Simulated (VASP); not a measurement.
# Nb (I4/mmm) in VASP: a series of runs, part 3 of 3

VASP 6.6.1. Earlier steps stand in the parts before.

### 5 Single point, PBEsol (equal xx and yy strain of +1 %)

INCAR reads:

```
PREC = Accurate
ENCUT = 520
EDIFF = 1E-7
ISMEAR = -1
SIGMA = 0.08
LREAL = F
LASPH = T
NELM = 100
ALGO = Normal
ISIF = 2
LWAVE = F
LCHARG = T
GGA = PS
LELF = T
LVHAR = T
NBANDS = 12
```

KPOINTS reads:

```
Automatic mesh
0
Gamma
  13 13 13
```

POSCAR reads:

```
Nb
1.0
    0.0000000000      2.1361500000      2.1150000000
    2.1361500000      0.0000000000      2.1150000000
    2.1361500000      2.1361500000      0.0000000000
Nb
1
Direct
    0.0000000000      0.0000000000      0.0000000000
```

Potentials or basis: VASP PAW PBE potentials, release 64 (Nb_sv).

Started as:

```bash
$ cat potpaw_PBE.64/Nb_sv/POTCAR > POTCAR
$ mpirun -np 1 vasp_std > vasp.out
```

OUTCAR:

```text
PREC = Accurate
   ENCUT = 520
   EDIFF = 1E-7
   ISMEAR = -1
   LREAL = F
   LASPH = T
   NELM = 100
   ISIF = 2
   GGA = PS

 ion  position               nearest neighbor table
   1  0.000  0.000  0.000-

  LATTYP: Found a body centered tetragonal cell.
 ALAT       =     3.0209723013
 C/A-ratio  =     1.4002114479

  Lattice vectors:

 A1 = (   0.0000000000,  -2.1361500000,  -2.1150000000)
 A2 = (   0.0000000000,   2.1361500000,  -2.1150000000)
 A3 = (   2.1361500000,   0.0000000000,   2.1150000000)

Analysis of symmetry for initial positions (statically):
=====================================================================
 Subroutine PRICEL returns:
 Original cell was already a primitive cell.

 Routine SETGRP: Setting up the symmetry group for a
 body centered tetragonal supercell.

 Subroutine GETGRP returns: Found 16 space group operations
 (whereof 16 operations were pure point group operations)
 out of a pool of 16 trial point group operations.

The static configuration has the point symmetry D_4h.

[... 165 lines left out ...]
  band No.  band energies     occupation
      1     -44.2835      2.00000
      2     -19.7396      2.00000
      3     -19.7396      2.00000
      4     -19.7392      2.00000
      5       4.2670      2.00000
      6      10.5302      0.43860
      7      10.5302      0.43860
      8      10.6421      0.12967
      9      12.9829      0.00000
     10      13.1300      0.00000
     11      22.2492      0.00000
     12      26.7679      0.00000
[... 331 lines left out ...]
 k-point    24 :       0.4615    0.1538    0.0000
  band No.  band energies     occupation
      1     -44.1046      2.00000
      2     -20.7010      2.00000
      3     -19.9995      2.00000
      4     -19.9479      2.00000
      5       7.3113      2.00000
      6       9.4846      1.99998
      7      10.4356      0.95652
      8      11.1247      0.00033
      9      15.0578      0.00000
     10      15.4281      0.00000
     11      20.8546      0.00000
     12      23.8669      0.00000

 [... further k-points ...]

------------------------ aborting loop because EDIFF is reached ----------------------------------------

  FORCE on cell =-STRESS in cart. coord.  units (eV):
  Direction    XX          YY          ZZ          XY          YZ          ZX
  --------------------------------------------------------------------------------------
  -------------------------------------------------------------------------------------
  Total       -1.0849318     -1.0849318     -1.3774335      0.0000000      0.0000000     -0.0000000
  in kB      -90.0552754    -90.0552754   -114.3345152      0.0000000      0.0000000     -0.0000000
  external PRESSURE =     -98.1483554 kB  Pullay stress =       0.0000000 kB

 VOLUME and BASIS-vectors are now :
 -----------------------------------------------------------------------------
  energy-cutoff  :      520.00
  volume of cell :       19.30
      direct lattice vectors                 reciprocal lattice vectors
     0.000000000  2.136150000  2.115000000    -0.234065960  0.234065960  0.236406619
     2.136150000  0.000000000  2.115000000     0.234065960 -0.234065960  0.236406619
     2.136150000  2.136150000  0.000000000     0.234065960  0.234065960 -0.236406619

 POSITION                                       TOTAL-FORCE (eV/Angst)
 -----------------------------------------------------------------------------------
      0.00000      0.00000      0.00000         0.000000      0.000000      0.000000
 -----------------------------------------------------------------------------------
    total drift:                                0.000000     -0.000000     -0.000000

  FREE ENERGIE OF THE ION-ELECTRON SYSTEM (eV)
  ---------------------------------------------------
  free  energy   TOTEN  =       -10.5844693429 eV

  energy  without entropy=      -10.5512619897  energy(sigma->0) =      -10.56786567
```

It took 29 s on 1 thread of AMD EPYC 9R14 (Zen 4), shared host; peak memory 0.14 GiB.

Results:

| Quantity | Value |
| --- | --- |
| Free energy | -10.5845 eV |
| Pressure | -9.8 GPa |

Levels at points of the mesh, in eV from the Fermi level:
```csv
k point,band 2,band 3,band 4,band 5,band 6,band 7,band 8,band 9,band 10,band 11
"(0.00, 0.00, 0.00)",-30.17,-30.17,-30.17,-6.16,0.10,0.10,0.21,2.55,2.70,11.82
```

Caveat: the cell differs from its parent crystal (equal xx and yy strain of +1 %); the PAW data sets were made with another functional, which shifts forces and pressure a little.

### 6 Single point, PBEsol (equal xx and yy strain of +2 %)

INCAR reads:

```
SYSTEM = Nb
PREC = Accurate
ENCUT = 520
EDIFF = 1E-7
ISMEAR = -1
SIGMA = 0.08
LREAL = .FALSE.
LASPH = .TRUE.
NELM = 100
ALGO = Normal
ISIF = 2
LWAVE = .FALSE.
LCHARG = .TRUE.
GGA = PS
LELF = .TRUE.
LVHAR = .TRUE.
NBANDS = 12
```

KPOINTS reads:

```
regular mesh
0
G
  13 13 13
  0 0 0
```

POSCAR reads:

```
Nb
1.0
    0.0000000000      2.1573000000      2.1150000000
    2.1573000000      0.0000000000      2.1150000000
    2.1573000000      2.1573000000      0.0000000000
Nb
1
Direct
    0.0000000000      0.0000000000      0.0000000000
```

Potentials or basis: VASP PAW PBE potentials, release 64 (Nb_sv).

Started as:

```bash
$ cat potpaw_PBE.64/Nb_sv/POTCAR > POTCAR
$ mpirun -np 1 vasp_std > vasp.out
```

OUTCAR:

```text
SYSTEM = Nb
   PREC = Accurate
   ENCUT = 520
   EDIFF = 1E-7
   ISMEAR = -1
   LREAL = .FALSE.
   LASPH = .TRUE.
   NELM = 100
   ISIF = 2
   GGA = PS

 ion  position               nearest neighbor table
   1  0.000  0.000  0.000-

  LATTYP: Found a body centered tetragonal cell.
 ALAT       =     3.0508829181
 C/A-ratio  =     1.3864838847

  Lattice vectors:

 A1 = (   0.0000000000,  -2.1573000000,  -2.1150000000)
 A2 = (   0.0000000000,   2.1573000000,  -2.1150000000)
 A3 = (   2.1573000000,   0.0000000000,   2.1150000000)

[... 537 lines left out ...]

 [... further k-points ...]

------------------------ aborting loop because EDIFF is reached ----------------------------------------

  FORCE on cell =-STRESS in cart. coord.  units (eV):
  Direction    XX          YY          ZZ          XY          YZ          ZX
  --------------------------------------------------------------------------------------
  -------------------------------------------------------------------------------------
  Total       -1.3527994     -1.3527994     -1.9063983      0.0000000      0.0000000     -0.0000000
  in kB     -110.0987859   -110.0987859   -155.1539267      0.0000000      0.0000000     -0.0000000
  external PRESSURE =    -125.1171662 kB  Pullay stress =       0.0000000 kB

 VOLUME and BASIS-vectors are now :
 -----------------------------------------------------------------------------
  energy-cutoff  :      520.00
  volume of cell :       19.69
      direct lattice vectors                 reciprocal lattice vectors
     0.000000000  2.157300000  2.115000000    -0.231771195  0.231771195  0.236406619
     2.157300000  0.000000000  2.115000000     0.231771195 -0.231771195  0.236406619
     2.157300000  2.157300000  0.000000000     0.231771195  0.231771195 -0.236406619

 POSITION                                       TOTAL-FORCE (eV/Angst)
 -----------------------------------------------------------------------------------
      0.00000      0.00000      0.00000         0.000000      0.000000      0.000000
 -----------------------------------------------------------------------------------
    total drift:                               -0.000000      0.000000      0.000000

  FREE ENERGIE OF THE ION-ELECTRON SYSTEM (eV)
  ---------------------------------------------------
  free  energy   TOTEN  =       -10.5607229653 eV

  energy  without entropy=      -10.5273881269  energy(sigma->0) =      -10.54405555
```

Run time: 29 s. Hardware: 1 thread of AMD EPYC 9R14 (Zen 4), shared host; peak memory 0.14 GiB.

What came out:

```
Free energy : -10.5607 eV
Pressure    : -12.5 GPa
```

Caveat: the cell differs from its parent crystal (equal xx and yy strain of +2 %); the PAW data sets were made with another functional, which shifts forces and pressure a little.

### 7 Overview

```tsv
cell	gap on the mesh (eV)	pressure (GPa)
a = 2.947, b = 2.947, c = 2.901 Å, angles 60.5, 60.5, 59.0°, 1 atom	none	3.1
a = 2.961, b = 2.961, c = 2.931 Å, angles 60.3, 60.3, 59.3°, 1 atom	none	-0.5
a = 2.976, b = 2.976, c = 2.961 Å, angles 60.2, 60.2, 59.7°, 1 atom	none	-3.8
a = 3.006, b = 3.006, c = 3.021 Å, angles 59.8, 59.8, 60.3°, 1 atom	none	-9.8
a = 3.021, b = 3.021, c = 3.051 Å, angles 59.7, 59.7, 60.7°, 1 atom	none	-12.5
```

Alike in all rows: task single point; level PBEsol; potentials or basis VASP PAW PBE potentials, release 64 (Nb_sv); no spin polarisation; k mesh 13 × 13 × 13; cutoff (eV) 520; smearing fermi-dirac 0.08 eV.

Caveats: the PAW data sets were made with another functional, which shifts forces and pressure a little.

Total energies depend on the potentials used, so only differences within one code and one set of settings carry meaning.
